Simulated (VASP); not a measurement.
# BaTiO3 (R3m) in VASP: notebook, part 2 of 2

VASP 6.6.1.

### 3 Single point, PBE

Contents of INCAR:

```
ALGO = Normal
EDIFF = 1E-6
ENCUT = 520
GGA = PE
ISIF = 2
ISMEAR = 0
LASPH = True
LCHARG = False
LREAL = False
LWAVE = False
NBANDS = 28
NELM = 60
PREC = Accurate
SIGMA = 0.05
```

Contents of KPOINTS:

```
k-points
0
Gamma
  6 6 6
```

Contents of POSCAR:

```
BaTiO3
1.0
    2.8630706910      1.6529946342      2.3563003940
   -2.8630706910      1.6529946342      2.3563003940
    0.0000000000     -3.3059892684      2.3563003940
Ba Ti O
1 1 3
Direct
   -0.0162651848     -0.0162651848     -0.0162651848
    0.5191875227      0.5191875227      0.5191875227
    0.4883938465      0.4883938465      0.9777702638
    0.4883938465      0.9777702638      0.4883938465
    0.9777702638      0.4883938465      0.4883938465
```

Potentials or basis: VASP PAW PBE potentials, release 64 (Ba_sv, Ti_sv, O).

Started as:

```
> cat potpaw_PBE.64/Ba_sv/POTCAR potpaw_PBE.64/Ti_sv/POTCAR potpaw_PBE.64/O/POTCAR > POTCAR
> mpirun -np 1 vasp_std > vasp.out
```

OUTCAR:

```text
EDIFF = 1E-6
   ENCUT = 520
   GGA = PE
   ISIF = 2
   ISMEAR = 0
   LASPH = True
   LREAL = False
   NELM = 60
   PREC = Accurate

 ion  position               nearest neighbor table
   1  0.984  0.984  0.984-   4 2.85   5 2.85   3 2.85   3 2.86   3 2.86   5 2.86   4 2.86   5 2.86
                             4 2.86   5 2.91   4 2.91   3 2.91   2 3.28   2 3.43   2 3.43   2 3.43
   2  0.519  0.519  0.519-   4 1.87   5 1.87   3 1.87   4 2.21   5 2.21   3 2.21   1 3.28   1 3.43
                             1 3.43   1 3.43   1 3.60   1 3.60   1 3.60   1 3.79
   3  0.488  0.488  0.978-   2 1.87   2 2.21   1 2.85   1 2.86   1 2.86   1 2.91
   4  0.488  0.978  0.488-   2 1.87   2 2.21   1 2.85   1 2.86   1 2.86   1 2.91
   5  0.978  0.488  0.488-   2 1.87   2 2.21   1 2.85   1 2.86   1 2.86   1 2.91

  LATTYP: Found a trigonal (rhomboedric) cell.
 ALAT       =     4.0597680462
 COS(alpha) =     0.0053009664

  Lattice vectors:

 A1 = (   2.8630706910,   1.6529946342,   2.3563003940)
 A2 = (  -2.8630706910,   1.6529946342,   2.3563003940)
 A3 = (   0.0000000000,  -3.3059892684,   2.3563003940)

Analysis of symmetry for initial positions (statically):
=====================================================================
 Subroutine PRICEL returns:
 Original cell was already a primitive cell.

 Routine SETGRP: Setting up the symmetry group for a
 trigonal (rhombohedral) supercell.

 Subroutine GETGRP returns: Found  6 space group operations
 (whereof  6 operations were pure point group operations)
 out of a pool of 12 trial point group operations.

The static configuration has the point symmetry C_3v.

Analysis of symmetry for dynamics (positions and initial velocities):
=====================================================================
 Subroutine PRICEL returns:
 Original cell was already a primitive cell.

 Routine SETGRP: Setting up the symmetry group for a
 trigonal (rhombohedral) supercell.

 Subroutine GETGRP returns: Found  6 space group operations
 (whereof  6 operations were pure point group operations)
 out of a pool of 12 trial point group operations.

The dynamic configuration has the point symmetry C_3v.

 Subroutine INISYM returns: Found  6 space group operations
 (whereof  6 operations are pure point group operations),
 and found     1 'primitive' translations

----------------------------------------------------------------------------------------

                                     Primitive cell

  volume of cell :      66.9091

  direct lattice vectors                    reciprocal lattice vectors
     2.863070691  1.652994634  2.356300394     0.174637672  0.100827107  0.141464702
    -2.863070691  1.652994634  2.356300394    -0.174637672  0.100827107  0.141464702
     0.000000000 -3.305989268  2.356300394     0.000000000 -0.201654214  0.141464702

  length of vectors
     4.059768046  4.059768046  4.059768046     0.246326377  0.246326377  0.246326377

  position of ions in fractional coordinates (direct lattice)
     0.983734815  0.983734815  0.983734815
     0.519187523  0.519187523  0.519187523
     0.488393847  0.488393847  0.977770264
     0.488393847  0.977770264  0.488393847
     0.977770264  0.488393847  0.488393847

  ion indices of the primitive-cell ions
   primitive index   ion index
                 1           1
                 2           2
[... 23 lines left out ...]
     0.000000000  0.000000000  0.000000000

 Subroutine IBZKPT returns following result:
 ===========================================

 Found     32 irreducible k-points:

 Following reciprocal coordinates:
            Coordinates               Weight
  0.000000  0.000000  0.000000      1.000000
  0.166667  0.000000 -0.000000      6.000000
  0.333333  0.000000  0.000000      6.000000
  0.500000  0.000000  0.000000      3.000000
  0.166667  0.166667  0.000000      6.000000
  0.333333  0.166667  0.000000     12.000000
[... 16 lines left out ...]
  0.500000  0.500000  0.166667      6.000000
 -0.333333  0.500000  0.166667     12.000000
 [... further k-points ...]
   k-points           NKPTS =     32   k-points in BZ     NKDIM =     32   number of bands    NBANDS=     28
   number of dos      NEDOS =    301   number of ions     NIONS =      5
   total plane-waves  NPLWV =  27000
   dimension x,y,z NGX =    30 NGY =   30 NGZ =   30
   dimension x,y,z NGXF=    60 NGYF=   60 NGZF=   60
   ions per type =               1   1   3
   NGX,Y,Z   is equivalent  to a cutoff of  12.28, 12.28, 12.28 a.u.
   NGXF,Y,Z  is equivalent  to a cutoff of  24.57, 24.57, 24.57 a.u.
 SYSTEM =  unknown system
   PREC   = accura    normal or accurate (medium, high low for compatibility)
   ISTART =      0    job   : 0-new  1-cont  2-samecut
   ICHARG =      2    charge: 1-file 2-atom 10-const
   ISPIN  =      1    spin polarized calculation?
   LNONCOLLINEAR =      F non collinear calculations
   LSORBIT =      F    spin-orbit coupling
   LASPH  =      T    aspherical Exc in radial PAW
   ENCUT  =  520.0 eV  38.22 Ry    6.18 a.u.   7.55  7.55  7.55*2*pi/ulx,y,z
   NELM   =     60;   NELMIN=  2; NELMDL= -5     # of ELM steps
   EDIFF  = 0.1E-05   stopping-criterion for ELM
   LREAL  =      F    real-space projection
   EDIFFG = 0.1E-04   stopping-criterion for IOM
   NSW    =      0    number of steps for IOM
   IBRION =     -1    ionic relax: 0-MD 1-quasi-New 2-CG
   NFREE  =      0    steps in history (QN), initial steepest desc. (CG)
   ISIF   =      2    stress and relaxation
   ISYM   =      2    0-nonsym 1-usesym 2-fastsym
   POTIM  = 0.5000    time-step for ionic-motion
   TEBEG  =    0.0;   TEEND  =   0.0 temperature during run
   PSTRESS=    0.0 pullay stress
   NELECT =      40.0000    total number of electrons
   NUPDOWN=      -1.0000    fix difference up-down
   EMIN   =  10.00;   EMAX   =-10.00  energy-range for DOS
   EFERMI =   0.00;   METHOD = LEGACY
   ISMEAR =     0;   SIGMA  =   0.05  broadening in eV -4-tet -1-fermi 0-gaus
   EFERMI_NEDOS =   21; number of points for ismear=-14 and -15
   IALGO  =     38    algorithm
   IMIX   =      4    mixing-type and parameters
     AMIX     =   0.40;   BMIX     =  1.00
     AMIX_MAG =   1.60;   BMIX_MAG =  1.00
  volume/ion in A,a.u.               =      13.38        90.31
  Fermi-wavevector in a.u.,A,eV,Ry     =   1.379112  2.606145 25.877617  1.901951
  Thomas-Fermi vector in A             =   2.504112
   LORBIT       =      0    0 simple, 1 ext, 2 COOP (PROOUT), +10 PAW based schemes
   GGA     = PE    functional components
   LHFCALC =     F    Hartree Fock is set to
   AEXX    =    0.0000 exact exchange contribution
   IVDW    =     0    specifies the selected vdW correction
   LEPSILON=     F    determine dielectric tensor
   LRPA    =     F    only Hartree local field effects (RPA)
 non-spin polarized calculation
 Gauss-broadening in eV      SIGMA  =   0.05
  energy-cutoff  :      520.00
  volume of cell :       66.91
 maximum number of plane-waves:      1820
   NGX = 15   NGY = 15   NGZ = 15

 number of electron      40.0000013 magnetization

 Free energy of the ion-electron system (eV)
  ---------------------------------------------------
  ext. energy  EPLUGINS =         0.00000000
  ---------------------------------------------------
  free energy    TOTEN  =       -39.99909261 eV

  energy without entropy =      -39.99909261  energy(sigma->0) =      -39.99909261

 E-fermi :   3.7492     XC(G=0): -11.0065

 val. band max:        3.4253429750   @ k =   0.5000   0.5000   0.5000
 cond. band min:       5.9837564366   @ k =   0.0000   0.0000   0.0000
 fundamental gap:      2.5584134615
 Fermi energy:         3.7492025166

 k-point     1 :       0.0000    0.0000    0.0000
  band No.  band energies     occupation
      1     -52.8569      2.00000
      2     -29.1171      2.00000
      3     -29.1111      2.00000
      4     -29.1111      2.00000
      5     -21.4931      2.00000
      6     -13.2767      2.00000
[... 733 lines left out ...]
     27      11.4005      0.00000
     28      11.8374      0.00000

 [... further k-points ...]
[... 5 lines left out ...]
  --------------------------------------------------------------------------------------
  -------------------------------------------------------------------------------------
  Total        0.6510287      0.6510287      0.8674666      0.0000000      0.0000000      0.0000000
  in kB       15.5892516     15.5892516     20.7719815      0.0000000      0.0000000      0.0000000
  external PRESSURE =      17.3168283 kB  Pullay stress =       0.0000000 kB

 VOLUME and BASIS-vectors are now :
 -----------------------------------------------------------------------------
  energy-cutoff  :      520.00
  volume of cell :       66.91
      direct lattice vectors                 reciprocal lattice vectors
     2.863070691  1.652994634  2.356300394     0.174637672  0.100827107  0.141464702
    -2.863070691  1.652994634  2.356300394    -0.174637672  0.100827107  0.141464702
     0.000000000 -3.305989268  2.356300394     0.000000000 -0.201654214  0.141464702

 POSITION                                       TOTAL-FORCE (eV/Angst)
 -----------------------------------------------------------------------------------
      0.00000      0.00000      6.95392         0.000000     -0.000000      0.787527
      0.00000      0.00000      3.67009         0.000000      0.000000     -0.595359
      0.00000     -1.61787      4.60553         0.000000     -0.006920     -0.064056
     -1.40112      0.80894      4.60553        -0.005993      0.003460     -0.064056
      1.40112      0.80894      4.60553         0.005993      0.003460     -0.064056
 -----------------------------------------------------------------------------------
    total drift:                               -0.000000     -0.000005      0.000522

  FREE ENERGIE OF THE ION-ELECTRON SYSTEM (eV)
  ---------------------------------------------------
  free  energy   TOTEN  =       -39.9990926121 eV

  energy  without entropy=      -39.9990926121  energy(sigma->0) =      -39.99909261
```

stdout:

```text
POSCAR found type information on POSCAR BaTiO
 POSCAR found :  3 types and       5 ions
 scaLAPACK will be used
 LDA part: xc-table for (Slater+PW92), standard interpolation
 POSCAR, INCAR and KPOINTS ok, starting setup
 FFT: planning ... GRIDC
 FFT: planning ... GRID_SOFT
 FFT: planning ... GRID
 WAVECAR not read
 entering main loop
```

It took 72 s on 1 thread of Intel Xeon Platinum 8488C (Sapphire Rapids), shared host; peak memory 0.21 GiB.

Results:

- Free energy: -39.9991 eV
- Pressure: 1.7 GPa
- Largest force: 0.788 eV/Å
- Band gap on the k mesh: 2.56 eV, indirect (least direct gap 3.09 eV)

Forces in eV/Å, atoms in the order of the input:
```
Ba   0.000  0.000  0.788
Ti   0.000  0.000 -0.595
O    0.000 -0.007 -0.064
O   -0.006  0.003 -0.064
O    0.006  0.003 -0.064
```

Levels at points of the mesh, in eV from the valence-band top:
| k point | band 16 | band 17 | band 18 | band 19 | band 20 | band 21 | band 22 | band 23 | band 24 | band 25 |
| --- | --- | --- | --- | --- | --- | --- | --- | --- | --- | --- |
| (0.00, 0.00, 0.00) | -1.32 | -0.98 | -0.67 | -0.53 | -0.53 | 2.56 | 2.56 | 2.71 | 4.50 | 4.50 |
| (0.50, 0.00, 0.00) | -1.99 | -1.57 | -1.44 | -1.06 | -0.87 | 2.75 | 3.73 | 3.87 | 4.45 | 5.91 |
| (0.50, 0.50, 0.00) | -2.55 | -1.59 | -0.94 | -0.87 | -0.09 | 3.81 | 3.85 | 4.13 | 4.92 | 7.49 |
| (0.50, 0.50, 0.50) | -2.38 | -2.30 | -0.01 | -0.01 | 0.00 | 4.11 | 4.39 | 4.39 | 6.35 | 6.35 |

Caveat: the cell differs from its parent crystal (all Ba atoms moved +0.150 Å, as atom 1 towards its neighbour atom 2 (Ti) at 3.434 Å); spin-orbit coupling is left out, which moves the levels of the heavy elements. A k mesh can miss the band edges.

### 4 Single point, PBE

Contents of INCAR:

```
  ALGO = Normal
  EDIFF = 1E-6
  ENCUT = 520
  GGA = PE
  ISIF = 2
  ISMEAR = 0
  LASPH = True
  LCHARG = False
  LREAL = False
  LWAVE = False
  NBANDS = 28
  NELM = 100
  PREC = Accurate
  SIGMA = 0.05
```

KPOINTS is that of step 3.

Changes to POSCAR since step 3:

```diff
@@ -8,3 +8,3 @@
 Direct
-   -0.0162651848     -0.0162651848     -0.0162651848
+    0.0191009907      0.0191009907      0.0191009907
     0.5191875227      0.5191875227      0.5191875227
```

Started as:

```
> cat potpaw_PBE.64/Ba_sv/POTCAR potpaw_PBE.64/Ti_sv/POTCAR potpaw_PBE.64/O/POTCAR > POTCAR
> mpirun -np 1 vasp_std > vasp.out
```

Run time: 81 s. Hardware: 1 thread of Intel Xeon Platinum 8488C (Sapphire Rapids), shared host; peak memory 0.21 GiB.

The run converged. Its results:

| Quantity | Value |
| --- | --- |
| Free energy | -40.0209 eV |
| Pressure | 2.2 GPa |
| Largest force | 0.649 eV/Å |
| Band gap on the k mesh | 2.59 eV, indirect (least direct gap 3.15 eV) |

Forces in eV/Å, atoms in the order of the input:
```
Ba   0.000  0.000 -0.649
Ti   0.000  0.000  0.228
O    0.000 -0.029  0.140
O   -0.025  0.014  0.140
O    0.025  0.014  0.140
```

Stress tensor (GPa, compression positive):
```
1.93 0.00 0.00
0.00 1.93 0.00
0.00 0.00 2.61
```

Levels at points of the mesh, in eV from the valence-band top:
| k point | band 17 | band 18 | band 19 | band 20 | band 21 | band 22 | band 23 | band 24 |
| --- | --- | --- | --- | --- | --- | --- | --- | --- |
| (0.00, 0.00, 0.00) | -0.99 | -0.70 | -0.56 | -0.56 | 2.59 | 2.59 | 2.78 | 4.48 |
| (0.50, 0.00, 0.00) | -1.77 | -1.49 | -1.04 | -0.90 | 2.72 | 3.70 | 3.87 | 4.44 |
| (0.50, 0.50, 0.00) | -1.58 | -0.88 | -0.82 | -0.09 | 3.80 | 3.81 | 4.12 | 4.85 |
| (0.50, 0.50, 0.50) | -2.30 | -0.08 | -0.08 | 0.00 | 4.17 | 4.37 | 4.37 | 6.47 |

Caveat: the cell differs from its parent crystal (all Ba atoms moved -0.100 Å, as atom 1 towards its neighbour atom 2 (Ti) at 3.434 Å); spin-orbit coupling is left out, which moves the levels of the heavy elements. A k mesh can miss the band edges.

### 5 Single point, PBE

Contents of INCAR:

```
ALGO = Normal ; EDIFF = 1E-6
ENCUT = 520 ; GGA = PE
ISIF = 2 ; ISMEAR = 0
LASPH = True ; LCHARG = False
LREAL = False ; LWAVE = False
NBANDS = 28 ; NELM = 100
PREC = Accurate ; SIGMA = 0.05
```

KPOINTS is that of step 4.

Changes to POSCAR since step 4:

```diff
@@ -8,3 +8,3 @@
 Direct
-    0.0191009907      0.0191009907      0.0191009907
+   -0.0021187146     -0.0021187146     -0.0021187146
     0.5191875227      0.5191875227      0.5191875227
```

Started as:

```
> cat potpaw_PBE.64/Ba_sv/POTCAR potpaw_PBE.64/Ti_sv/POTCAR potpaw_PBE.64/O/POTCAR > POTCAR
> mpirun -np 1 vasp_std > vasp.out
```

It took 78 s on 1 thread of Intel Xeon Platinum 8488C (Sapphire Rapids), shared host; peak memory 0.21 GiB.

The run converged. Its results:

- Free energy: -40.0500 eV
- Pressure: 1.5 GPa
- Largest force: 0.251 eV/Å
- Band gap on the k mesh: 2.58 eV, indirect (least direct gap 3.11 eV)

Forces on the atoms (eV/Å):
```
Ba   0.000  0.000  0.235
Ti   0.000  0.000 -0.251
O    0.000 -0.027  0.005
O   -0.023  0.013  0.005
O    0.023  0.013  0.005
```

Stress tensor (GPa, compression positive):
```
1.56 0.00 0.00
0.00 1.56 0.00
0.00 0.00 1.41
```

Levels at points of the mesh, in eV from the valence-band top:
```tsv
k point	band 18	band 19	band 20	band 21	band 22	band 23
(0.00, 0.00, 0.00)	-0.69	-0.53	-0.53	2.58	2.58	2.75
(0.50, 0.00, 0.00)	-1.54	-1.05	-0.88	2.74	3.73	3.87
(0.50, 0.50, 0.00)	-0.93	-0.85	-0.09	3.82	3.84	4.13
(0.50, 0.50, 0.50)	-0.02	-0.02	0.00	4.15	4.38	4.38
```

Caveat: the cell differs from its parent crystal (all Ba atoms moved +0.050 Å, as atom 1 towards its neighbour atom 2 (Ti) at 3.434 Å); spin-orbit coupling is left out, which moves the levels of the heavy elements. A k mesh can miss the band edges.
